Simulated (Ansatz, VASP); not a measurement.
# WC in VASP and in Ansatz

File INCAR:

```
  ALGO = Normal
  EDIFF = 1E-7
  ENCUT = 520
  GGA = PS
  ISIF = 2
  ISMEAR = -1
  LASPH = T
  LCHARG = F
  LREAL = F
  LWAVE = F
  NBANDS = 16
  NELM = 60
  PREC = Accurate
  SIGMA = 0.05
```

File KPOINTS:

```
k-points
0
Gamma
  13 13 12
```

File POSCAR:

```
WC
1.0
    2.9005014360     -0.0435075215     -0.0435075215
   -1.4879293369      2.5336616881     -0.0159248581
   -0.0424350000     -0.0424350000      2.8290000000
W C
1 1
Direct
    0.0000000000      0.0000000000      0.0000000000
    0.6666666667      0.3333333333      0.5000000000
```

Input for Ansatz:

```yaml
crystal:
  lattice:
    - [2.900501436, -0.0435075215, -0.0435075215]
    - [-1.4879293369, 2.5336616881, -0.0159248581]
    - [-0.042435, -0.042435, 2.829]
  atoms:
    - { symbol: W, position: [0.0, 0.0, 0.0] }
    - { symbol: C, position: [0.6666666667, 0.3333333333, 0.5] }
kpoints:
  mp_grid: { grid: [13, 13, 12] }
  band_path:
    path:
      - [0.0, 0.0, 0.0]
      - [0.0, 0.0, 0.5]
      - [-0.5, 0.5, 0.0]
      - [0.0, 0.0, 0.0]
      - [0.0, -0.5, 0.0]
      - [-0.5, 0.0, 0.5]
      - [0.0, 0.0, 0.0]
      - [-0.5, 0.0, 0.0]
      - [0.0, -0.5, 0.5]
    npoints: 5
scf:
  occupations: { method: fermi_dirac, width: 0.05 }
hamiltonian:
  xc: pbesol
  pseudopotentials: { kind: all_electron, lapw: { basis_error: 0.001 } }
output:
  forces: true
  stress: true
  eigenvalues: true
```

Change from the starting cell: equal xy, yz and zx shear strains of -3 %.

Alike in both runs: task single point; functional PBEsol; k mesh 13 × 13 × 12; occupations fermi-dirac, width 0.05 eV; no spin polarisation.

```csv
,VASP,Ansatz
version,VASP 6.6.1,Ansatz 0.2.0
potentials or method,"VASP PAW PBE potentials, release 64 (W_sv, C), cutoff 520 eV","all-electron LAPW, scalar-relativistic"
```

|  | VASP | Ansatz | Ansatz less VASP |
| --- | --- | --- | --- |
| pressure (GPa) | 1.6 | 0.3 | -1.25 |
| traceless stress, the component that is largest in VASP (GPa) | 9.98 | 9.89 | -0.081 |
| rms of the force components (eV/Å) | 0.134 | 0.131 | -0.0036 |

VASP's potentials were made for PBE, not for PBEsol. Atom by atom the forces differ by 0.004 eV/Å (rms over components). Ansatz ran all-electron here, and VASP with PAW potentials.

Spin-orbit coupling is off throughout.
